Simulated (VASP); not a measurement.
# Si3N4 (P6_3/m) in VASP: single point with r2SCAN

Aim: the single point of Si3N4 with r2SCAN.

Program: VASP 6.6.1. These are calculated values, not measurements. Logs are shortened: lines on timing, memory, paths and dates and some standing lists are left out, and cuts for length are marked.

## Step 1: The cell of the first run

It takes space group P6_3/m (No. 176, hexagonal). The conventional cell has a = 7.606 Å, b = 7.606 Å, c = 2.906 Å, α = 90.00°, β = 90.00°, γ = 120.00°. Within 2.3 Å of Si (site symmetry m) lie 4 N at 1.73 to 1.74 Å. N (site symmetry m) has 3 Si at 1.73 to 1.74 Å within 2.3 Å. N (site symmetry -6) has 3 Si at 1.73 Å within 2.3 Å.

## Step 2: Single point, r2SCAN

Contents of POSCAR:

```
Si3N4
1.0
    7.6055926204      0.0000000000      0.0000000000
   -3.8027963102      6.5866364201      0.0000000000
    0.0000000000      0.0000000000      2.9057666466
Si N
6 8
Direct
    0.7693893258      0.1754259095      0.2500000000
    0.5939634163      0.7693893258      0.7500000000
    0.8245740905      0.5939634163      0.2500000000
    0.2306106742      0.8245740905      0.7500000000
    0.4060365837      0.2306106742      0.2500000000
    0.1754259095      0.4060365837      0.7500000000
    0.0312662590      0.3303147214      0.2500000000
    0.7009515377      0.0312662590      0.7500000000
    0.6696852786      0.7009515377      0.2500000000
    0.9687337410      0.6696852786      0.7500000000
    0.2990484623      0.9687337410      0.2500000000
    0.3303147214      0.2990484623      0.7500000000
    0.6666666667      0.3333333333      0.2500000000
    0.3333333333      0.6666666667      0.7500000000
```

Contents of INCAR.step1:

```
SYSTEM = Si3N4
PREC = Accurate ; ENCUT = 520
ISMEAR = 0 ; SIGMA = 0.01
LREAL = .False. ; LASPH = .True.
NELM = 100 ; NBANDS = 45
GGA = PE ; ALGO = Normal
EDIFF = 1E-4 ; LWAVE = .True.
LCHARG = .False.
```

Contents of INCAR.step2:

```
SYSTEM = Si3N4
PREC = Accurate ; ENCUT = 520
EDIFF = 1E-6 ; ISMEAR = 0
SIGMA = 0.01 ; LREAL = .False.
LASPH = .True. ; NELM = 100
ALGO = Normal ; ISIF = 2
LWAVE = .False. ; LCHARG = .False.
METAGGA = R2SCAN ; LMIXTAU = .True.
NBANDS = 45 ; ISTART = 1
```

Contents of KPOINTS:

```
regular mesh
0
Gamma
  3 3 7
  0 0 0
```

Potentials or basis: VASP PAW PBE potentials, release 64 (Si, N).

Launch:

```sh
cat potpaw_PBE.64/Si/POTCAR potpaw_PBE.64/N/POTCAR > POTCAR
cp INCAR.step1 INCAR
mpirun -np 1 vasp_std > vasp.out
cp INCAR.step2 INCAR
mpirun -np 1 vasp_std > vasp.out
```

OUTCAR:

```text
SYSTEM = Si3N4
   PREC = Accurate
   ENCUT = 520
   EDIFF = 1E-6
   ISMEAR = 0
   LREAL = .False.
   LASPH = .True.
   NELM = 100
   ISIF = 2
   METAGGA = R2SCAN
   ISTART = 1

 ion  position               nearest neighbor table
   1  0.769  0.175  0.250-  13 1.73   7 1.73   8 1.74   8 1.74   3 3.00   5 3.00   2 3.05   2 3.05
                             6 3.05   6 3.05
   2  0.594  0.769  0.750-  14 1.73   8 1.73   9 1.74   9 1.74   6 3.00   4 3.00   1 3.05   1 3.05
                             3 3.05   3 3.05
   3  0.825  0.594  0.250-  13 1.73   9 1.73  10 1.74  10 1.74   1 3.00   5 3.00   4 3.05   4 3.05
                             2 3.05   2 3.05
   4  0.231  0.825  0.750-  14 1.73  10 1.73  11 1.74  11 1.74   6 3.00   2 3.00   5 3.05   5 3.05
                             3 3.05   3 3.05
   5  0.406  0.231  0.250-  13 1.73  11 1.73  12 1.74  12 1.74   3 3.00   1 3.00   4 3.05   4 3.05
                             6 3.05   6 3.05
   6  0.175  0.406  0.750-  14 1.73  12 1.73   7 1.74   7 1.74   4 3.00   2 3.00   1 3.05   1 3.05
                             5 3.05   5 3.05
   7  0.031  0.330  0.250-   1 1.73   6 1.74   6 1.74
   8  0.701  0.031  0.750-   2 1.73   1 1.74   1 1.74
   9  0.670  0.701  0.250-   3 1.73   2 1.74   2 1.74
  10  0.969  0.670  0.750-   4 1.73   3 1.74   3 1.74
  11  0.299  0.969  0.250-   5 1.73   4 1.74   4 1.74
  12  0.330  0.299  0.750-   6 1.73   5 1.74   5 1.74
  13  0.667  0.333  0.250-   1 1.73   3 1.73   5 1.73
  14  0.333  0.667  0.750-   4 1.73   6 1.73   2 1.73

  LATTYP: Found a hexagonal cell.
 ALAT       =     7.6055926204
 C/A-ratio  =     0.3820565723

  Lattice vectors:

 A1 = (   7.6055926204,   0.0000000000,   0.0000000000)
 A2 = (  -3.8027963102,   6.5866364201,   0.0000000000)
 A3 = (   0.0000000000,   0.0000000000,   2.9057666466)

Analysis of symmetry for initial positions (statically):
=====================================================================
 Subroutine PRICEL returns:
 Original cell was already a primitive cell.

 Routine SETGRP: Setting up the symmetry group for a
 hexagonal supercell.

 Subroutine GETGRP returns: Found 12 space group operations
 (whereof  6 operations were pure point group operations)
 out of a pool of 24 trial point group operations.

The static configuration has the point symmetry S_6 .
 The point group associated with its full space group is C_6h.

Analysis of symmetry for dynamics (positions and initial velocities):
=====================================================================
 Subroutine PRICEL returns:
 Original cell was already a primitive cell.

 Routine SETGRP: Setting up the symmetry group for a
 hexagonal supercell.

 Subroutine GETGRP returns: Found 12 space group operations
 (whereof  6 operations were pure point group operations)
 out of a pool of 24 trial point group operations.

The dynamic configuration has the point symmetry S_6 .
 The point group associated with its full space group is C_6h.

 Subroutine INISYM returns: Found 12 space group operations
 (whereof  6 operations are pure point group operations),
 and found     1 'primitive' translations

----------------------------------------------------------------------------------------

                                     Primitive cell

  volume of cell :     145.5652

  direct lattice vectors                    reciprocal lattice vectors
     7.605592620  0.000000000  0.000000000     0.131482193  0.075911280  0.000000000
    -3.802796310  6.586636420  0.000000000     0.000000000  0.151822560  0.000000000
     0.000000000  0.000000000  2.905766647     0.000000000  0.000000000  0.344143258

  length of vectors
     7.605592620  7.605592620  2.905766647     0.151822560  0.151822560  0.344143258

  position of ions in fractional coordinates (direct lattice)
     0.769389326  0.175425909  0.250000000
     0.593963416  0.769389326  0.750000000
     0.824574091  0.593963416  0.250000000
     0.230610674  0.824574091  0.750000000
     0.406036584  0.230610674  0.250000000
     0.175425909  0.406036584  0.750000000
     0.031266259  0.330314721  0.250000000
     0.700951538  0.031266259  0.750000000
     0.669685279  0.700951538  0.250000000
     0.968733741  0.669685279  0.750000000
     0.299048462  0.968733741  0.250000000
     0.330314721  0.299048462  0.750000000
     0.666666667  0.333333333  0.250000000
     0.333333333  0.666666667  0.750000000

  ion indices of the primitive-cell ions
   primitive index   ion index
                 1           1
                 2           2
                 3           3
                 4           4
                 5           5
                 6           6
                 7           7
                 8           8
                 9           9
                10          10
                11          11
                12          12
                13          13
                14          14

----------------------------------------------------------------------------------------

 KPOINTS: regular mesh

Automatic generation of k-mesh.
 Grid dimensions read from file:
 generate k-points for:    3    3    7

 Generating k-lattice:

  Cartesian coordinates                     Fractional coordinates (reciprocal lattice)
     0.043827398  0.025303760  0.000000000     0.333333333 -0.000000000  0.000000000
     0.000000000  0.050607520  0.000000000     0.000000000  0.333333333  0.000000000
     0.000000000  0.000000000  0.049163323     0.000000000  0.000000000  0.142857143

  Length of vectors
     0.050607520  0.050607520  0.049163323

  Shift w.r.t. Gamma in fractional coordinates (k-lattice)
     0.000000000  0.000000000  0.000000000

 Subroutine IBZKPT returns following result:
 ===========================================

 Found     12 irreducible k-points:

 Following reciprocal coordinates:
            Coordinates               Weight
  0.000000  0.000000  0.000000      1.000000
  0.333333  0.000000  0.000000      6.000000
  0.333333  0.333333  0.000000      2.000000
  0.000000  0.000000  0.142857      2.000000
  0.333333  0.000000  0.142857     12.000000
  0.333333  0.333333  0.142857      4.000000
  0.000000  0.000000  0.285714      2.000000
  0.333333  0.000000  0.285714     12.000000
  0.333333  0.333333  0.285714      4.000000
  0.000000  0.000000  0.428571      2.000000
  0.333333  0.000000  0.428571     12.000000
  0.333333  0.333333  0.428571      4.000000
   k-points           NKPTS =     12   k-points in BZ     NKDIM =     12   number of bands    NBANDS=     45
   number of dos      NEDOS =    301   number of ions     NIONS =     14
   total plane-waves  NPLWV =  86400
   dimension x,y,z NGX =    60 NGY =   60 NGZ =   24
   dimension x,y,z NGXF=   120 NGYF=  120 NGZF=   48
   ions per type =               6   8
   NGX,Y,Z   is equivalent  to a cutoff of  13.12, 13.12, 13.73 a.u.
   NGXF,Y,Z  is equivalent  to a cutoff of  26.23, 26.23, 27.46 a.u.
 SYSTEM =  Si3N4
   PREC   = accura    normal or accurate (medium, high low for compatibility)
   ISTART =      1    job   : 0-new  1-cont  2-samecut
   ICHARG =      0    charge: 1-file 2-atom 10-const
   ISPIN  =      1    spin polarized calculation?
   LNONCOLLINEAR =      F non collinear calculations
   LSORBIT =      F    spin-orbit coupling
   LASPH  =      T    aspherical Exc in radial PAW
   ENCUT  =  520.0 eV  38.22 Ry    6.18 a.u.  14.14 14.14  5.40*2*pi/ulx,y,z
   NELM   =    100;   NELMIN=  2; NELMDL=  0     # of ELM steps
   EDIFF  = 0.1E-05   stopping-criterion for ELM
   LREAL  =      F    real-space projection
   EDIFFG = 0.1E-04   stopping-criterion for IOM
   NSW    =      0    number of steps for IOM
   IBRION =     -1    ionic relax: 0-MD 1-quasi-New 2-CG
   NFREE  =      0    steps in history (QN), initial steepest desc. (CG)
   ISIF   =      2    stress and relaxation
   ISYM   =      2    0-nonsym 1-usesym 2-fastsym
   POTIM  = 0.5000    time-step for ionic-motion
   TEBEG  =    0.0;   TEEND  =   0.0 temperature during run
   PSTRESS=    0.0 pullay stress
   NELECT =      64.0000    total number of electrons
   NUPDOWN=      -1.0000    fix difference up-down
   EMIN   =  10.00;   EMAX   =-10.00  energy-range for DOS
   EFERMI =   0.00;   METHOD = LEGACY
   ISMEAR =     0;   SIGMA  =   0.01  broadening in eV -4-tet -1-fermi 0-gaus
   EFERMI_NEDOS =   21; number of points for ismear=-14 and -15
   IALGO  =     38    algorithm
   IMIX   =      4    mixing-type and parameters
     AMIX     =   0.40;   BMIX     =  1.00
     AMIX_MAG =   1.60;   BMIX_MAG =  1.00
  volume/ion in A,a.u.               =      10.40        70.17
  Fermi-wavevector in a.u.,A,eV,Ry     =   1.244846  2.352418 21.084157  1.549642
  Thomas-Fermi vector in A             =   2.379095
   LORBIT       =      0    0 simple, 1 ext, 2 COOP (PROOUT), +10 PAW based schemes
   METAGGA = R2SCAN    functional components
   LHFCALC =     F    Hartree Fock is set to
   AEXX    =    0.0000 exact exchange contribution
   IVDW    =     0    specifies the selected vdW correction
   LEPSILON=     F    determine dielectric tensor
   LRPA    =     F    only Hartree local field effects (RPA)
 non-spin polarized calculation
 Gauss-broadening in eV      SIGMA  =   0.01
  energy-cutoff  :      520.00
  volume of cell :      145.57
 maximum number of plane-waves:      3965
 NGX is ok and might be reduce to    60
   NGX = 29   NGY = 29   NGZ = 11

 number of electron      63.9999992 magnetization

 Free energy of the ion-electron system (eV)
  ---------------------------------------------------
  ext. energy  EPLUGINS =         0.00000000
  ---------------------------------------------------
  free energy    TOTEN  =      -144.16546497 eV

  energy without entropy =     -144.16546497  energy(sigma->0) =     -144.16546497

 E-fermi :   6.6317     XC(G=0): -11.3718

 val. band max:        6.5283897154   @ k =   0.0000   0.0000   0.1429
 cond. band min:      11.5165313333   @ k =   0.0000   0.0000   0.0000
 fundamental gap:      4.9881416179
 Fermi energy:         6.6317277726

 k-point     1 :       0.0000    0.0000    0.0000
  band No.  band energies     occupation
      1     -12.5842      2.00000
      2     -11.1133      2.00000
      3     -11.1133      2.00000
      4     -10.4556      2.00000
      5     -10.3214      2.00000
      6     -10.3214      2.00000
[... 36 lines left out ...]
     43      15.8089      0.00000
     44      16.9219      0.00000

 k-point     2 :       0.3333    0.0000    0.0000
  band No.  band energies     occupation
      1     -12.3428      2.00000
      2     -11.6493      2.00000
      3     -11.2445      2.00000
      4     -10.8236      2.00000
      5     -10.0118      2.00000
      6      -9.5509      2.00000
[... 36 lines left out ...]
     43      15.4809      0.00000
     44      16.1344      0.00000

 k-point     3 :       0.3333    0.3333    0.0000
  band No.  band energies     occupation
      1     -11.9280      2.00000
      2     -11.9280      2.00000
      3     -11.7501      2.00000
      4     -10.2919      2.00000
      5     -10.2919      2.00000
      6      -9.3488      2.00000
[... 412 lines left out ...]
     43      14.9946      0.00000
     44      15.1260      0.00000

 k-point    12 :       0.3333    0.3333    0.4286
  band No.  band energies     occupation
      1     -10.2424      2.00000
      2     -10.2424      2.00000
      3      -9.9000      2.00000
      4      -9.4019      2.00000
      5      -9.4019      2.00000
      6      -9.1550      2.00000
[... 36 lines left out ...]
     43      15.0752      0.00000
     44      15.0752      0.00000
 [bands above 44 left out]

------------------------ aborting loop because EDIFF is reached ----------------------------------------

  FORCE on cell =-STRESS in cart. coord.  units (eV):
  Direction    XX          YY          ZZ          XY          YZ          ZX
  --------------------------------------------------------------------------------------
  -------------------------------------------------------------------------------------
  Total       -0.1307955     -0.1307955     -0.1825036      0.0000010      0.0000000      0.0000000
  in kB       -1.4396137     -1.4396137     -2.0087437      0.0000107      0.0000000      0.0000000
  external PRESSURE =      -1.6293237 kB  Pullay stress =       0.0000000 kB

 VOLUME and BASIS-vectors are now :
 -----------------------------------------------------------------------------
  energy-cutoff  :      520.00
  volume of cell :      145.57
      direct lattice vectors                 reciprocal lattice vectors
     7.605592620  0.000000000  0.000000000     0.131482193  0.075911280  0.000000000
    -3.802796310  6.586636420  0.000000000     0.000000000  0.151822560  0.000000000
     0.000000000  0.000000000  2.905766647     0.000000000  0.000000000  0.344143258

 POSITION                                       TOTAL-FORCE (eV/Angst)
 -----------------------------------------------------------------------------------
      5.18455      1.15547      0.72644         0.000919      0.000837     -0.000000
      1.59161      5.06769      2.17932        -0.000266      0.001214     -0.000000
      4.01265      3.91222      0.72644        -0.001185      0.000377      0.000000
     -1.38176      5.43117      2.17932        -0.000919     -0.000837     -0.000000
      2.21118      1.51895      0.72644         0.000266     -0.001214      0.000000
     -0.20986      2.67442      2.17932         0.001185     -0.000377     -0.000000
     -1.01832      2.17566      0.72644        -0.000750     -0.001860     -0.000000
      5.21225      0.20594      2.17932         0.001235     -0.001580     -0.000000
      2.42778      4.61691      0.72644         0.001986      0.000280     -0.000000
      4.82112      4.41097      2.17932         0.000750      0.001860     -0.000000
     -1.40946      6.38070      0.72644        -0.001235      0.001580      0.000000
      1.37502      1.96972      2.17932        -0.001986     -0.000280      0.000000
      3.80280      2.19555      0.72644        -0.000000     -0.000000      0.000000
     -0.00000      4.39109      2.17932         0.000000     -0.000000      0.000000
 -----------------------------------------------------------------------------------
    total drift:                                0.000000      0.000000     -0.000000

  FREE ENERGIE OF THE ION-ELECTRON SYSTEM (eV)
  ---------------------------------------------------
  free  energy   TOTEN  =      -144.1654649746 eV

  energy  without entropy=     -144.1654649746  energy(sigma->0) =     -144.16546497
```

Run time: 2.7 min. Hardware: 1 thread of Intel Xeon 6975P-C (Granite Rapids), shared host; peak memory 0.33 GiB.

Results:

| Item | Value |
| --- | --- |
| Free energy | -144.1655 eV |
| Pressure | -0.2 GPa |
| Band gap on the k mesh | 4.99 eV, indirect (least direct gap 5.19 eV) |

Forces in eV/Å, atoms in the order of the input:
```
Si   0.001  0.001  0.000
Si   0.000  0.001  0.000
Si  -0.001  0.000  0.000
Si  -0.001 -0.001  0.000
Si   0.000 -0.001  0.000
Si   0.001  0.000  0.000
N   -0.001 -0.002  0.000
N    0.001 -0.002  0.000
N    0.002  0.000  0.000
N    0.001  0.002  0.000
N   -0.001  0.002  0.000
N   -0.002  0.000  0.000
N    0.000  0.000  0.000
N    0.000  0.000  0.000
```

Caveat: the PAW data sets were made with another functional, which shifts forces and pressure a little. A k mesh can miss the band edges.
